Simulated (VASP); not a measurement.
Input of a VASP 6.6.1 run:

File INCAR:

```
SYSTEM = Ba3SbS2
PREC     = Accurate       ! precision mode
ENCUT    = 600            ! plane-wave cutoff, eV
EDIFF    = 1E-6           ! SCF threshold, eV
ISMEAR   = 0              ! smearing method
SIGMA    = 0.1            ! smearing width, eV
LREAL    = .False.        ! projectors in reciprocal space
LASPH    = .True.         ! aspherical terms in the spheres
NELM     = 60             ! most SCF steps
ALGO     = Normal         ! electronic algorithm
ISIF     = 3              ! what is computed and relaxed
LWAVE    = .False.        ! write WAVECAR
LCHARG   = .False.        ! write CHGCAR
GGA      = PE             ! functional
IBRION   = 2              ! ionic algorithm
NSW      = 100            ! ionic steps
EDIFFG   = -0.01          ! ionic threshold
```

Contents of KPOINTS:

```
regular mesh
0
Gamma
  6 6 8
  0 0 0
```

The input POSCAR:

```
Ba3SbS2
1.0
    6.4642753900      0.0000000000      0.0000000000
   -3.2321377000      5.5982267100      0.0000000000
    0.0000000000      0.0000000000      5.3410219600
Ba Sb S
3 1 2
Direct
    0.5000000000      0.5000000000      0.5000000000
    0.5000000000      0.0000000000      0.5000000000
    0.0000000000      0.5000000000      0.5000000000
    0.0000000000      0.0000000000      0.0000000000
    0.6666666700      0.3333333300      0.0000000000
    0.3333333300      0.6666666700      0.0000000000
```

Potentials or basis: VASP PAW PBE potentials, release 64 (Ba_sv, Sb, S).

Run with:

```bash
$ cat potpaw_PBE.64/Ba_sv/POTCAR potpaw_PBE.64/Sb/POTCAR potpaw_PBE.64/S/POTCAR > POTCAR
$ mpirun -np 1 vasp_std > vasp.out
```

What does it give for the relaxed volume?

39.43 Å³/atom.

What does it give for the relaxed cell?

a = 8.195 Å, b = 8.195 Å, c = 4.067 Å, α = 90.00°, β = 90.00°, γ = 120.00°.

Estimate the space group after relaxing (to 0.1 Å).

P6/mmm (No. 191).

Predict the band gap on the k mesh.

zero (an odd number of electrons rules out a gap without spin polarisation).

The path:
| step | energy change (eV) | largest force (eV/Å) | pressure (GPa) | volume (Å³) |
| --- | --- | --- | --- | --- |
| 1 | 0.0000 | 0.0000 | 1.85 | 193.28 |
| 2 | -3.2459 | 0.0000 | 2.98 | 200.81 |
| 3 | -4.1348 | 0.0000 | 9.29 | 197.56 |
| 4 | -4.8588 | 0.0000 | 7.52 | 200.72 |
| 5 | -4.9309 | 0.0000 | -2.90 | 272.22 |
| 6 | -5.4806 | 0.0000 | 0.66 | 234.32 |
| 7 | -5.4812 | 0.0000 | 0.82 | 233.23 |
| 8 | -5.5934 | 0.0000 | 0.29 | 234.83 |
| 9 | -5.5959 | 0.0000 | 0.19 | 235.08 |
| 10 | -5.5959 | 0.0000 | 0.20 | 235.05 |
| 11 | -5.5968 | 0.0000 | -0.05 | 236.96 |
| 12 | -5.5968 | 0.0000 | 0.00 | 236.57 |

Caveat: the volume moved by over 15 % at a fixed basis, so the end points are rough; spin-orbit coupling is left out, which moves the levels of the heavy elements.
